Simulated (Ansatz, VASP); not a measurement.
BWO4 in VASP and in Ansatz

```
CELL_PARAMETERS angstrom
3.31250 0.00000 0.00000
0.00000 3.31250 0.00000
0.00000 0.00000 4.71689
ATOMIC_POSITIONS crystal
B 0.50000 0.50000 0.50000
W 0.00000 0.00000 0.00000
O 0.50000 0.00000 0.25735
O 0.00000 0.50000 0.74265
O 0.50000 0.00000 0.74265
O 0.00000 0.50000 0.25735
```

Alike in both runs: task relaxation of cell and atoms; functional PBE; k mesh 12 × 12 × 8; occupations gaussian, width 0.1 eV; no spin polarisation.

|  | VASP | Ansatz |
| --- | --- | --- |
| version | VASP 6.6.1 | Ansatz 0.2.0 |
| potentials or method | VASP PAW PBE potentials, release 64 (B, W_sv, O), cutoff 600 eV | scalar-relativistic, plane waves, PAW |
| valence electrons in the cell | 41 | 41 |

```tsv
	VASP	Ansatz	Ansatz less VASP
gap on the k mesh at the Fermi level, each at its own relaxed structure (eV)	none	none	-
relaxed volume (Å³/atom)	8.66	8.63	-0.028
relaxed length of the cell vector where the two differ most in proportion (Å)	4.729	4.722	-0.0067
```

A gap of «none» marks a metal or a gap that the smearing closes.

Spin-orbit coupling is off throughout.
